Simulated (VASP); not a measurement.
# Ga (Cmce) in VASP: a series of runs

Runs on Ga. Level: r2SCAN. Tasks: single point, relaxation of cell and atoms.

Everything below comes from runs of VASP 6.6.1. Logs are shortened: lines on timing, memory, paths and dates and some standing lists are left out, and cuts for length are marked.

**1. The cell of the first run**

It takes space group Cmce (No. 64, orthorhombic). Conventional cell: a = 4.527 Å, b = 7.552 Å, c = 4.490 Å, α = 90.00°, β = 90.00°, γ = 90.00°. Within 3.3 Å of Ga (site symmetry m) lie 7 Ga at 2.49 to 2.78 Å.

**2. Single point, r2SCAN**

POSCAR reads:

```
Ga
1.0
    2.2633052080     -3.7760735700      0.0000000000
    2.2633052080      3.7760735700      0.0000000000
    0.0000000000      0.0000000000      4.4904267081
Ga
4
Direct
    0.8437467478      0.1562532522      0.0867238585
    0.6562532522      0.3437467478      0.5867238585
    0.1562532522      0.8437467478      0.9132761415
    0.3437467478      0.6562532522      0.4132761415
```

INCAR.step1 reads:

```
SYSTEM = Ga
ALGO = Normal ; EDIFF = 1E-4
ENCUT = 520 ; GGA = PE
ISMEAR = 0 ; LASPH = .TRUE.
LCHARG = .FALSE. ; LREAL = .FALSE.
LWAVE = .TRUE. ; NBANDS = 34
NELM = 100 ; PREC = Accurate
SIGMA = 0.02
```

INCAR.step2 reads:

```
SYSTEM = Ga
ALGO = Normal ; EDIFF = 1E-6
ENCUT = 520 ; ISIF = 2
ISMEAR = 0 ; ISTART = 1
LASPH = .TRUE. ; LCHARG = .TRUE.
LELF = .TRUE. ; LMIXTAU = .TRUE.
LREAL = .FALSE. ; LVHAR = .TRUE.
LWAVE = .FALSE. ; METAGGA = R2SCAN
NBANDS = 34 ; NELM = 100
PREC = Accurate ; SIGMA = 0.02
```

KPOINTS reads:

```
k-points
0
G
  5 5 5
  0 0 0
```

Potentials or basis: VASP PAW PBE potentials, release 64 (Ga_d).

The run is started by

```
cat potpaw_PBE.64/Ga_d/POTCAR > POTCAR
cp INCAR.step1 INCAR
mpirun -np 1 vasp_std > vasp.out
cp INCAR.step2 INCAR
mpirun -np 1 vasp_std > vasp.out
```

OUTCAR:

```text
SYSTEM = Ga
   EDIFF = 1E-6
   ENCUT = 520
   ISIF = 2
   ISMEAR = 0
   ISTART = 1
   LASPH = .TRUE.
   LREAL = .FALSE.
   METAGGA = R2SCAN
   NELM = 100
   PREC = Accurate

 ion  position               nearest neighbor table
   1  0.844  0.156  0.087-   3 2.49   2 2.65   2 2.65   4 2.70   4 2.70   3 2.78   3 2.78
   2  0.656  0.344  0.587-   4 2.49   1 2.65   1 2.65   3 2.70   3 2.70   4 2.78   4 2.78
   3  0.156  0.844  0.913-   1 2.49   4 2.65   4 2.65   2 2.70   2 2.70   1 2.78   1 2.78
   4  0.344  0.656  0.413-   2 2.49   3 2.65   3 2.65   1 2.70   1 2.70   2 2.78   2 2.78

  LATTYP: Found a base centered orthorhombic cell.
 ALAT       =     4.5266104160
 B/A-ratio  =     1.6683890253
 C/A-ratio  =     0.9920064453

  Lattice vectors:

 A1 = (   2.2633052080,  -3.7760735700,   0.0000000000)
 A2 = (   2.2633052080,   3.7760735700,   0.0000000000)
 A3 = (   0.0000000000,   0.0000000000,   4.4904267081)

Analysis of symmetry for initial positions (statically):
=====================================================================
 Subroutine PRICEL returns:
 Original cell was already a primitive cell.

 Routine SETGRP: Setting up the symmetry group for a
 base centered orthorhombic supercell.

 Subroutine GETGRP returns: Found  8 space group operations
 (whereof  4 operations were pure point group operations)
 out of a pool of  8 trial point group operations.

The static configuration has the point symmetry C_2h.
 The point group associated with its full space group is D_2h.

Analysis of symmetry for dynamics (positions and initial velocities):
=====================================================================
 Subroutine PRICEL returns:
 Original cell was already a primitive cell.

 Routine SETGRP: Setting up the symmetry group for a
 base centered orthorhombic supercell.

 Subroutine GETGRP returns: Found  8 space group operations
 (whereof  4 operations were pure point group operations)
 out of a pool of  8 trial point group operations.

The dynamic configuration has the point symmetry C_2h.
 The point group associated with its full space group is D_2h.

 Subroutine INISYM returns: Found  8 space group operations
 (whereof  4 operations are pure point group operations),
 and found     1 'primitive' translations

----------------------------------------------------------------------------------------

                                     Primitive cell

  volume of cell :      76.7540

  direct lattice vectors                    reciprocal lattice vectors
     2.263305208 -3.776073570  0.000000000     0.220915853 -0.132412674  0.000000000
     2.263305208  3.776073570  0.000000000     0.220915853  0.132412674  0.000000000
     0.000000000  0.000000000  4.490426708     0.000000000  0.000000000  0.222695985

  length of vectors
     4.402417753  4.402417753  4.490426708     0.257559567  0.257559567  0.222695985

  position of ions in fractional coordinates (direct lattice)
     0.843746748  0.156253252  0.086723859
     0.656253252  0.343746748  0.586723859
     0.156253252  0.843746748  0.913276141
     0.343746748  0.656253252  0.413276141

  ion indices of the primitive-cell ions
   primitive index   ion index
                 1           1
                 2           2
                 3           3
                 4           4

----------------------------------------------------------------------------------------

 KPOINTS: k-points

Automatic generation of k-mesh.
 Grid dimensions read from file:
 generate k-points for:    5    5    5

 Generating k-lattice:

  Cartesian coordinates                     Fractional coordinates (reciprocal lattice)
     0.044183171 -0.026482535  0.000000000     0.200000000  0.000000000  0.000000000
     0.044183171  0.026482535  0.000000000     0.000000000  0.200000000  0.000000000
     0.000000000  0.000000000  0.044539197     0.000000000  0.000000000  0.200000000

  Length of vectors
     0.051511913  0.051511913  0.044539197

  Shift w.r.t. Gamma in fractional coordinates (k-lattice)
     0.000000000  0.000000000  0.000000000

 Subroutine IBZKPT returns following result:
 ===========================================

 Found     27 irreducible k-points:

 Following reciprocal coordinates:
            Coordinates               Weight
  0.000000  0.000000  0.000000      1.000000
  0.200000 -0.000000  0.000000      4.000000
  0.400000  0.000000  0.000000      4.000000
  0.200000  0.200000  0.000000      2.000000
  0.400000  0.200000  0.000000      4.000000
 -0.400000  0.200000  0.000000      4.000000
[... 16 lines left out ...]
  0.400000  0.200000  0.400000      8.000000
 -0.400000  0.200000  0.400000      8.000000
 [... further k-points ...]
   k-points           NKPTS =     27   k-points in BZ     NKDIM =     27   number of bands    NBANDS=     34
   number of dos      NEDOS =    301   number of ions     NIONS =      4
   total plane-waves  NPLWV =  46656
   dimension x,y,z NGX =    36 NGY =   36 NGZ =   36
   dimension x,y,z NGXF=    72 NGYF=   72 NGZF=   72
   ions per type =               4
   NGX,Y,Z   is equivalent  to a cutoff of  13.59, 13.59, 13.33 a.u.
   NGXF,Y,Z  is equivalent  to a cutoff of  27.19, 27.19, 26.66 a.u.
 SYSTEM =  Ga
   PREC   = accura    normal or accurate (medium, high low for compatibility)
   ISTART =      1    job   : 0-new  1-cont  2-samecut
   ICHARG =      0    charge: 1-file 2-atom 10-const
   ISPIN  =      1    spin polarized calculation?
   LNONCOLLINEAR =      F non collinear calculations
   LSORBIT =      F    spin-orbit coupling
   LASPH  =      T    aspherical Exc in radial PAW
   ENCUT  =  520.0 eV  38.22 Ry    6.18 a.u.   8.19  8.19  8.35*2*pi/ulx,y,z
   NELM   =    100;   NELMIN=  2; NELMDL=  0     # of ELM steps
   EDIFF  = 0.1E-05   stopping-criterion for ELM
   LREAL  =      F    real-space projection
   EDIFFG = 0.1E-04   stopping-criterion for IOM
   NSW    =      0    number of steps for IOM
   IBRION =     -1    ionic relax: 0-MD 1-quasi-New 2-CG
   NFREE  =      0    steps in history (QN), initial steepest desc. (CG)
   ISIF   =      2    stress and relaxation
   ISYM   =      2    0-nonsym 1-usesym 2-fastsym
   POTIM  = 0.5000    time-step for ionic-motion
   TEBEG  =    0.0;   TEEND  =   0.0 temperature during run
   PSTRESS=    0.0 pullay stress
   NELECT =      52.0000    total number of electrons
   NUPDOWN=      -1.0000    fix difference up-down
   EMIN   =  10.00;   EMAX   =-10.00  energy-range for DOS
   EFERMI =   0.00;   METHOD = LEGACY
   ISMEAR =     0;   SIGMA  =   0.02  broadening in eV -4-tet -1-fermi 0-gaus
   EFERMI_NEDOS =   21; number of points for ismear=-14 and -15
   IALGO  =     38    algorithm
   IMIX   =      4    mixing-type and parameters
     AMIX     =   0.40;   BMIX     =  1.00
     AMIX_MAG =   1.60;   BMIX_MAG =  1.00
  volume/ion in A,a.u.               =      19.19       129.49
  Fermi-wavevector in a.u.,A,eV,Ry     =   1.437834  2.717113 28.128248  2.067368
  Thomas-Fermi vector in A             =   2.556868
   LORBIT       =      0    0 simple, 1 ext, 2 COOP (PROOUT), +10 PAW based schemes
   METAGGA = R2SCAN    functional components
   LHFCALC =     F    Hartree Fock is set to
   AEXX    =    0.0000 exact exchange contribution
   IVDW    =     0    specifies the selected vdW correction
   LEPSILON=     F    determine dielectric tensor
   LRPA    =     F    only Hartree local field effects (RPA)
 non-spin polarized calculation
 Gauss-broadening in eV      SIGMA  =   0.02
  energy-cutoff  :      520.00
  volume of cell :       76.75
 maximum number of plane-waves:      2095
 NGX is ok and might be reduce to    36
   NGX = 17   NGY = 17   NGZ = 17

 number of electron      52.0000008 magnetization

 Free energy of the ion-electron system (eV)
  ---------------------------------------------------
  ext. energy  EPLUGINS =         0.00000000
  ---------------------------------------------------
  free energy    TOTEN  =       -45.80025186 eV

  energy without entropy =      -45.79982558  energy(sigma->0) =      -45.80003872

 E-fermi :   4.9987     XC(G=0): -11.7705

 val. band max:        4.9976748884   @ k =  -0.2000   0.2000   0.4000
 cond. band min:       5.0432474659   @ k =   0.2000   0.2000   0.0000
 fundamental gap:      0.0455725775
 Fermi energy:         4.9987043281

 k-point     1 :       0.0000    0.0000    0.0000
  band No.  band energies     occupation
      1     -10.6119      2.00000
      2     -10.6057      2.00000
      3     -10.5769      2.00000
      4     -10.5609      2.00000
      5     -10.5257      2.00000
      6     -10.5114      2.00000
[... 26 lines left out ...]
     33      12.4759      0.00000
     34      12.9186      0.00000

 k-point     2 :       0.2000   -0.0000    0.0000
  band No.  band energies     occupation
      1     -10.6185      2.00000
      2     -10.5895      2.00000
      3     -10.5883      2.00000
      4     -10.5711      2.00000
      5     -10.5130      2.00000
      6     -10.4882      2.00000
[... 26 lines left out ...]
     33      11.8230      0.00000
     34      12.8994      0.00000

 k-point     3 :       0.4000    0.0000    0.0000
  band No.  band energies     occupation
      1     -10.6190      2.00000
      2     -10.5983      2.00000
      3     -10.5835      2.00000
      4     -10.5538      2.00000
      5     -10.5297      2.00000
      6     -10.5228      2.00000
[... 26 lines left out ...]
     33      11.5477      0.00000
     34      13.3050      0.00000
[... 704 lines left out ...]
 k-point    23 :       0.4000    0.2000    0.4000
  band No.  band energies     occupation
      1     -10.6422      2.00000
      2     -10.6133      2.00000
      3     -10.5869      2.00000
      4     -10.5567      2.00000
      5     -10.5497      2.00000
      6     -10.5164      2.00000
[... 26 lines left out ...]
     33      13.6527      0.00000
     34      13.9319      0.00000

 k-point    24 :      -0.4000    0.2000    0.4000
  band No.  band energies     occupation
      1     -10.6299      2.00000
      2     -10.6122      2.00000
      3     -10.5746      2.00000
      4     -10.5716      2.00000
      5     -10.5214      2.00000
      6     -10.5097      2.00000
[... 26 lines left out ...]
     33      14.4238      0.00000
     34      14.5583      0.00000

 [... further k-points ...]

------------------------ aborting loop because EDIFF is reached ----------------------------------------

  FORCE on cell =-STRESS in cart. coord.  units (eV):
  Direction    XX          YY          ZZ          XY          YZ          ZX
  --------------------------------------------------------------------------------------
  -------------------------------------------------------------------------------------
  Total        0.0602675      0.0732241      0.0580559      0.0000000     -0.0000000      0.0000000
  in kB        1.2580355      1.5284923      1.2118691      0.0000000     -0.0000000      0.0000000
  external PRESSURE =       1.3327990 kB  Pullay stress =       0.0000000 kB

 VOLUME and BASIS-vectors are now :
 -----------------------------------------------------------------------------
  energy-cutoff  :      520.00
  volume of cell :       76.75
      direct lattice vectors                 reciprocal lattice vectors
     2.263305208 -3.776073570  0.000000000     0.220915853 -0.132412674  0.000000000
     2.263305208  3.776073570  0.000000000     0.220915853  0.132412674  0.000000000
     0.000000000  0.000000000  4.490426708     0.000000000  0.000000000  0.222695985

 POSITION                                       TOTAL-FORCE (eV/Angst)
 -----------------------------------------------------------------------------------
      2.26331     -2.59603      0.38943         0.000000     -0.010825      0.001829
      2.26331     -1.18005      2.63464         0.000000      0.010825      0.001829
      2.26331      2.59603      4.10100         0.000000      0.010825     -0.001829
      2.26331      1.18005      1.85579         0.000000     -0.010825     -0.001829
 -----------------------------------------------------------------------------------
    total drift:                                0.000000      0.000000      0.000000

  FREE ENERGIE OF THE ION-ELECTRON SYSTEM (eV)
  ---------------------------------------------------
  free  energy   TOTEN  =       -45.8002518576 eV

  energy  without entropy=      -45.7998255755  energy(sigma->0) =      -45.80003872
```

It took 2.6 min on 1 thread of Intel Xeon Platinum 8488C (Sapphire Rapids), shared host; peak memory 0.23 GiB.

What came out:

- Free energy: -45.8003 eV
- Pressure: 0.1 GPa
- Largest force: 0.011 eV/Å
- Band gap on the k mesh: zero (bands 26 and 27 overlap by 0.47 eV)

Forces on the atoms (eV/Å):
```
Ga   0.000 -0.011  0.002
Ga   0.000  0.011  0.002
Ga   0.000  0.011 -0.002
Ga   0.000 -0.011 -0.002
```

Caveat: the PAW data sets were made with another functional, which shifts forces and pressure a little.

**3. Relaxation of cell and atoms, r2SCAN**

This run uses another cell than the first one, of 19.59 Å³/atom.

POSCAR reads:

```
Ga
1.0
    2.2615000000     -3.8305000000      0.0000000000
    2.2615000000      3.8305000000      0.0000000000
    0.0000000000      0.0000000000      4.5240000000
Ga
4
Direct
    0.8451000000      0.1549000000      0.0810000000
    0.6549000000      0.3451000000      0.5810000000
    0.1549000000      0.8451000000      0.9190000000
    0.3451000000      0.6549000000      0.4190000000
```

INCAR.step1 reads:

```
  PREC = Accurate
  ENCUT = 600
  ISMEAR = 0
  SIGMA = 0.02
  LREAL = False
  LASPH = True
  NELM = 80
  GGA = PE
  ALGO = Normal
  EDIFF = 1E-4
  LWAVE = True
  LCHARG = False
```

INCAR.step2 reads:

```
  PREC = Accurate
  ENCUT = 600
  EDIFF = 1E-6
  ISMEAR = 0
  SIGMA = 0.02
  LREAL = False
  LASPH = True
  NELM = 80
  ALGO = Normal
  ISIF = 3
  LWAVE = False
  LCHARG = False
  METAGGA = R2SCAN
  LMIXTAU = True
  IBRION = 2
  NSW = 60
  EDIFFG = -0.02
  ISTART = 1
```

KPOINTS reads:

```
regular mesh
0
Gamma
  5 5 5
```

Potentials or basis: VASP PAW PBE potentials, release 64 (Ga_d).

The run is started by

```
cat potpaw_PBE.64/Ga_d/POTCAR > POTCAR
cp INCAR.step1 INCAR
mpirun -np 1 vasp_std > vasp.out
cp INCAR.step2 INCAR
mpirun -np 1 vasp_std > vasp.out
```

Wall time 19 min (1 thread of Intel Xeon Platinum 8488C (Sapphire Rapids), shared host); peak memory 0.25 GiB.

Results (log left out):

```yaml
Free_energy: -45.8042 eV
Relaxed_volume: 19.15 Å³/atom
Relaxed_cell: a = 4.414 Å, b = 4.414 Å, c = 4.480 Å, α = 90.00°, β = 90.00°, γ = 118.65°
Space_group_after_relaxing_to_0.1_Å: Cmce (No. 64)
Energy_gained_by_relaxing: 3.0 meV/atom
Ionic_steps: 10
Pressure_after_relaxing: 0.0 GPa
Largest_force_after_relaxing: 0.004 eV/Å
Band_gap_on_the_k_mesh: zero (bands 26 and 27 overlap by 0.45 eV)
```

Forces in eV/Å, atoms in the order of the input:
```
Ga   0.000 -0.001 -0.004
Ga   0.000  0.001 -0.004
Ga   0.000  0.001  0.004
Ga   0.000 -0.001  0.004
```

Stress tensor (GPa, compression positive):
```
 0.07  0.00  0.00
 0.00 -0.05  0.00
 0.00  0.00  0.04
```

Step by step:
```csv
step,energy change (eV),largest force (eV/Å),pressure (GPa),volume (Å³)
1,0.0000,0.1284,-1.33,78.38
2,-0.0105,0.0482,0.08,76.54
3,-0.0105,0.0467,0.03,76.54
4,-0.0110,0.0365,0.03,76.57
5,-0.0113,0.0366,-0.02,76.61
6,-0.0113,0.0397,-0.02,76.62
7,-0.0117,0.0229,-0.03,76.62
8,-0.0117,0.0399,0.00,76.62
9,-0.0119,0.0186,-0.02,76.62
10,-0.0121,0.0041,0.02,76.58
```

Final structure:
```
Ga
1.0
     2.25170   -3.79596    0.00000
     2.25170    3.79596    0.00000
     0.00000    0.00000    4.47976
Ga
4
Direct
  0.84451 0.15549 0.08519
  0.65549 0.34451 0.58519
  0.15549 0.84451 0.91481
  0.34451 0.65549 0.41481
```

Levels at points of the mesh, in eV from the Fermi level:
```csv
k point,band 24,band 25,band 26,band 27,band 28,band 29
"(0.00, 0.00, 0.00)",-1.89,-1.66,-0.78,0.99,1.16,1.33
```

Caveat: the PAW data sets were made with another functional, which shifts forces and pressure a little.
